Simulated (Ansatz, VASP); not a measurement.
# SiC: VASP beside Ansatz

The input INCAR:

```
PREC     = Accurate       # precision mode
ENCUT    = 520            # plane-wave cutoff, eV
EDIFF    = 1E-6           # SCF threshold, eV
ISMEAR   = 0              # smearing method
SIGMA    = 0.05           # smearing width, eV
LREAL    = Auto         
LASPH    = True           # aspherical terms in the spheres
NELM     = 100            # most SCF steps
ALGO     = Normal         # electronic algorithm
ISIF     = 2              # what is computed and relaxed
LWAVE    = False          # write WAVECAR
LCHARG   = True           # write CHGCAR
LDIPOL   = True         
IDIPOL   = 3            
DIPOL    = 0.5 0.5 0.500
GGA      = PE             # functional
LELF     = True           # ELF
LVHAR    = True         
LVACPOTAV= True         
NBANDS   = 46             # bands
```

Contents of KPOINTS:

```
Automatic mesh
0
Gamma
  9 6 1
```

Contents of POSCAR:

```
SiC
1.0
    3.0969339126      0.0000000000      0.0000000000
    0.0000000000      4.3797259410      0.0000000000
    0.0000000000      0.0000000000     25.8392686942
Si C
8 8
Direct
    0.0000000000      0.2500000000      0.2902558926
    0.5000000000      0.7500000000      0.3501827805
    0.0000000000      0.2500000000      0.4101096683
    0.5000000000      0.7500000000      0.4700365561
    0.0000000000      0.2500000000      0.5299634439
    0.5000000000      0.7500000000      0.5898903317
    0.0000000000      0.2500000000      0.6498172195
    0.5000000000      0.7500000000      0.7097441074
    0.5000000000      0.5000000000      0.2902558926
    0.0000000000      0.0000000000      0.3501827805
    0.5000000000      0.5000000000      0.4101096683
    0.0000000000      0.0000000000      0.4700365561
    0.5000000000      0.5000000000      0.5299634439
    0.0000000000      0.0000000000      0.5898903317
    0.5000000000      0.5000000000      0.6498172195
    0.0000000000      0.0000000000      0.7097441074
```

Input for Ansatz:

```yaml
crystal:
  lattice:
    - [3.0969339126, 0.0, 0.0]
    - [0.0, 4.379725941, 0.0]
    - [0.0, 0.0, 25.8392686942]
  atoms:
    - { symbol: Si, position: [0.0, 0.25, 0.2902558926] }
    - { symbol: C, position: [0.5, 0.5, 0.2902558926] }
    - { symbol: Si, position: [0.5, 0.75, 0.3501827805] }
    - { symbol: C, position: [0.0, 0.0, 0.3501827805] }
    - { symbol: Si, position: [0.0, 0.25, 0.4101096683] }
    - { symbol: C, position: [0.5, 0.5, 0.4101096683] }
    - { symbol: Si, position: [0.5, 0.75, 0.4700365561] }
    - { symbol: C, position: [0.0, 0.0, 0.4700365561] }
    - { symbol: Si, position: [0.0, 0.25, 0.5299634439] }
    - { symbol: C, position: [0.5, 0.5, 0.5299634439] }
    - { symbol: Si, position: [0.5, 0.75, 0.5898903317] }
    - { symbol: C, position: [0.0, 0.0, 0.5898903317] }
    - { symbol: Si, position: [0.0, 0.25, 0.6498172195] }
    - { symbol: C, position: [0.5, 0.5, 0.6498172195] }
    - { symbol: Si, position: [0.5, 0.75, 0.7097441074] }
    - { symbol: C, position: [0.0, 0.0, 0.7097441074] }
basis:
  ecutwfc: 420
kpoints:
  mp_grid: { grid: [9, 6, 1] }
hamiltonian:
  xc: pbe
scf:
  occupations: { method: gaussian, width: 0.05 }
output:
  forces: true
  stress: true
  eigenvalues: true
efield:
  axis: 3
  dipole_correction: true
  ramp_width: 0.04
```

Alike in both runs: task single point; functional PBE; k mesh 9 × 6 × 1; occupations gaussian, width 0.05 eV; no spin polarisation.

```csv
,VASP,Ansatz
version,VASP 6.6.1,Ansatz 0.2.0
potentials or method,"VASP PAW PBE potentials, release 64 (Si, C), cutoff 520 eV","scalar-relativistic, plane waves, PAW"
valence electrons in the cell,64,64
```

```csv
,VASP,Ansatz,Ansatz less VASP
gap on the k mesh at the Fermi level (eV),0.32,0.33,+0.006
least direct gap on the mesh (eV),0.54,0.54,+0.005
rms of the force components (eV/Å),0.844,0.847,+0.0026
```

The functional is the same, so the differences come from potentials, cutoffs and numerics.
